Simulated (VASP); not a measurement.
Here is a VASP 6.6.1 calculation.

The input INCAR:

```
SYSTEM = TiSi16
PREC     = Accurate       ! precision mode
ENCUT    = 520            ! plane-wave cutoff, eV
EDIFF    = 1E-7           ! SCF threshold, eV
ISMEAR   = -1             ! smearing method
SIGMA    = 0.02           ! smearing width, eV
LREAL    = Auto         
LASPH    = .True.         ! aspherical terms in the spheres
NELM     = 100            ! most SCF steps
ALGO     = Normal         ! electronic algorithm
ISIF     = 2              ! what is computed and relaxed
LWAVE    = .False.        ! write WAVECAR
LCHARG   = .False.        ! write CHGCAR
GGA      = PE             ! functional
IVDW     = 12             ! dispersion correction
NBANDS   = 52             ! bands
```

Contents of KPOINTS:

```
Automatic mesh
0
Gamma
  2 2 2
  0 0 0
```

File POSCAR:

```
TiSi16
1.0
    0.0000000000      5.4300000000      5.4300000000
    5.4300000000      0.0000000000      5.4300000000
    5.4300000000      5.4300000000      0.0000000000
Si Ti
16 1
Direct
   -0.0001672694     -0.0000587528      0.0008480351
    0.1234652037      0.1235574102      0.1242397980
    0.0032666473      0.0033240614      0.4974967542
    0.1234812695      0.1235838744      0.6302334065
    0.0035471372      0.4967496891      0.0037339578
    0.1235538665      0.6293606661      0.1243308868
    0.0034965117      0.4967566987      0.4975732682
    0.1377444724      0.6208307554      0.6215019291
    0.4966589975      0.0036118857      0.0037417838
    0.6292513970      0.1236560119      0.1243298713
    0.4966400571      0.0035862283      0.4975671544
    0.6207561266      0.1377772717      0.6214972285
    0.4966749802      0.4967861464      0.0040211763
    0.6209960011      0.6210656038      0.1376519179
    0.5004935553      0.5005135542      0.5001855657
    0.6209174322      0.6210391126      0.6217852569
    0.7502274742      0.7502821628      0.7504643796
```

Potentials or basis: VASP PAW PBE potentials, release 64 (Si, Ti_sv).

Command:

```sh
$ cat potpaw_PBE.64/Si/POTCAR potpaw_PBE.64/Ti_sv/POTCAR > POTCAR
$ mpirun -np 1 vasp_std > vasp.out
```

Problem. Estimate the dispersion energy per atom.

Solution. -0.343 eV.

Problem. Predict the band gap on the k mesh.

Solution. Zero (bands 38 and 39 overlap by 0.43 eV).

Problem. Estimate the pressure.

Solution. 0.9 GPa.

Forces on the atoms (eV/Å):
```
Si   0.000  0.000  0.002
Si  -0.003 -0.003 -0.002
Si  -0.002 -0.001  0.001
Si   0.003  0.003 -0.003
Si  -0.001  0.001 -0.001
Si   0.003 -0.004  0.000
Si  -0.001 -0.002  0.000
Si  -0.002  0.005  0.004
Si   0.002 -0.001 -0.001
Si  -0.004  0.003  0.000
Si  -0.003 -0.001  0.000
Si   0.005 -0.002  0.004
Si  -0.001 -0.001 -0.001
Si   0.003  0.003 -0.001
Si  -0.002 -0.002 -0.004
Si  -0.001 -0.001  0.000
Ti   0.005  0.004  0.003
```

Caveat: the k points lie up to 0.50 Å⁻¹ apart.
